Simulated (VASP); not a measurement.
A run of VASP 6.6.1 is set up as follows.

File INCAR:

```
SYSTEM = Ba2MgOsC6N6
ALGO = Normal ; EDIFF = 1E-7
ENCUT = 520 ; GGA = PE
ISIF = 2 ; ISMEAR = 0
ISPIN = 2 ; LASPH = .TRUE.
LCHARG = .TRUE. ; LELF = .TRUE.
LMAXMIX = 4 ; LORBIT = 11
LREAL = Auto ; LVHAR = .TRUE.
LWAVE = .FALSE. ; MAGMOM = 0 0 0 1 0 0 0 0 0 0 0 0 0 0 0 0
NBANDS = 60 ; NELM = 150
PREC = Accurate ; SIGMA = 0.1
```

File KPOINTS:

```
k-points
0
G
  4 4 4
  0 0 0
```

The input POSCAR:

```
Ba2MgOsC6N6
1.0
    0.0000000000      5.3116851104      5.3116851104
    5.3116851104      0.0000000000      5.3116851104
    5.3116851104      5.3116851104      0.0000000000
Ba Mg Os C N
2 1 1 6 6
Direct
    0.2500000000      0.2500000000      0.2500000000
    0.7500000000      0.7500000000      0.7500000000
    0.5000000000      0.5000000000      0.5000000000
    0.0000000000      0.0000000000      0.0000000000
    0.8105277356      0.1894722644      0.1894722644
    0.1894722644      0.8105277356      0.1894722644
    0.1894722644      0.1894722644      0.8105277356
    0.1894722644      0.8105277356      0.8105277356
    0.8105277356      0.1894722644      0.8105277356
    0.8105277356      0.8105277356      0.1894722644
    0.6993663467      0.3006336533      0.3006336533
    0.3006336533      0.6993663467      0.3006336533
    0.3006336533      0.3006336533      0.6993663467
    0.3006336533      0.6993663467      0.6993663467
    0.6993663467      0.3006336533      0.6993663467
    0.6993663467      0.6993663467      0.3006336533
```

Potentials or basis: VASP PAW PBE potentials, release 64 (Ba_sv, Mg, Os, C, N).

Run with:

```sh
$ cat potpaw_PBE.64/Ba_sv/POTCAR potpaw_PBE.64/Mg/POTCAR potpaw_PBE.64/Os/POTCAR potpaw_PBE.64/C/POTCAR potpaw_PBE.64/N/POTCAR > POTCAR
$ mpirun -np 1 vasp_std > vasp.out
```

(1) Predict the band gap on the k mesh.

(2) Predict the largest force.

(3) What does it give for the pressure?

(4) Predict the net moment.

Results:

(1) zero (filled and empty bands overlap).

(2) 0.289 eV/Å.

(3) 0.9 GPa.

(4) 0.00 μB per cell.

Caveat: spin-orbit coupling is left out, which moves the levels of the heavy elements.
